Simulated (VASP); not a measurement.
A run of VASP 6.6.1:

Contents of INCAR:

```
SYSTEM = Ta
PREC = Accurate
ENCUT = 520
EDIFF = 1E-6
ISMEAR = 0
SIGMA = 0.15
LREAL = .FALSE.
LASPH = .TRUE.
NELM = 80
ALGO = Fast
ISIF = 2
LWAVE = .FALSE.
LCHARG = .FALSE.
GGA = PE
NBANDS = 12
```

KPOINTS

```
regular mesh
0
G
  22 22 22
  0 0 0
```

Contents of POSCAR:

```
Ta
1.0
   -1.5996433287      1.5996433287      1.7596076615
    1.5996433287     -1.5996433287      1.7596076615
    1.5996433287      1.5996433287     -1.7596076615
Ta
1
Direct
    0.0000000000      0.0000000000      0.0000000000
```

Potentials or basis: VASP PAW PBE potentials, release 64 (Ta_pv).

The run is started by

```sh
$ cat potpaw_PBE.64/Ta_pv/POTCAR > POTCAR
$ mpirun -np 1 vasp_std > vasp.out
```

Hardware: 1 thread of Intel Xeon 6975P-C (shared host).

Estimate the wall time of this run.

It took 95 s on 1 thread of Intel Xeon 6975P-C, with other jobs on the host, peak memory 0.28 GiB. Counts: scf iterations 12, k points 834.
